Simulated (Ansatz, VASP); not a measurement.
## One calculation of TiSi2, two programs

INCAR

```
ALGO = Normal
EDIFF = 1E-6
ENCUT = 520
GGA = CA
ISIF = 2
ISMEAR = -1
LASPH = True
LCHARG = False
LREAL = False
LWAVE = False
NBANDS = 29
NELM = 100
PREC = Accurate
SIGMA = 0.05
```

Contents of KPOINTS:

```
k-points
0
Gamma
  8 8 8
```

The input POSCAR:

```
TiSi2
1.0
    1.7532583256     -6.7139158625      0.0000000000
    1.7532583256      6.7139158625      0.0000000000
    0.0000000000      0.0000000000      3.5412459070
Ti Si
2 4
Direct
    0.1031180800      0.8968819200      0.2500000000
    0.8968819200      0.1031180800      0.7500000000
    0.7503148200      0.2496851800      0.2500000000
    0.2496851800      0.7503148200      0.7500000000
    0.4417485500      0.5582514500      0.2500000000
    0.5582514500      0.4417485500      0.7500000000
```

The input input.yaml:

```yaml
crystal:
  lattice:
    - [1.7532583256, -6.7139158625, 0.0]
    - [1.7532583256, 6.7139158625, 0.0]
    - [0.0, 0.0, 3.541245907]
  atoms:
    - { symbol: Ti, position: [0.10311808, 0.89688192, 0.25] }
    - { symbol: Ti, position: [0.89688192, 0.10311808, 0.75] }
    - { symbol: Si, position: [0.75031482, 0.24968518, 0.25] }
    - { symbol: Si, position: [0.24968518, 0.75031482, 0.75] }
    - { symbol: Si, position: [0.44174855, 0.55825145, 0.25] }
    - { symbol: Si, position: [0.55825145, 0.44174855, 0.75] }
hamiltonian:
  xc: lda
  pseudopotentials: { kind: paw }
kpoints:
  mp_grid: { grid: [8, 8, 8] }
scf:
  occupations: { method: fermi_dirac, width: 0.05 }
output:
  forces: true
  stress: true
  eigenvalues: true
```

Alike in both runs: task single point; functional LDA; k mesh 8 × 8 × 8; occupations fermi-dirac, width 0.05 eV; no spin polarisation.

|  | VASP | Ansatz |
| --- | --- | --- |
| version | VASP 6.6.1 | Ansatz 0.2.0 |
| potentials or method | VASP PAW LDA potentials, release 64 (Ti_sv, Si) | Ansatz PAW |
| plane-wave cutoff (eV) | 520 | 420 |
| valence electrons in the cell | 40 | 40 |

```csv
,VASP,Ansatz,Ansatz less VASP
gap on the k mesh at the Fermi level (eV),none,none,-
pressure (GPa),-2.4,-2.6,-0.16
"traceless stress, the component that is largest in VASP (GPa)",0.55,0.53,-0.020
rms of the force components (eV/Å),0.058,0.060,+0.0020
```

LDA's correlation is that of Perdew and Zunger in VASP and of Perdew and Wang (1992) in Ansatz. Atom by atom the forces differ by 0.002 eV/Å (rms over components). A gap of «none» marks a metal or a gap that the smearing closes.
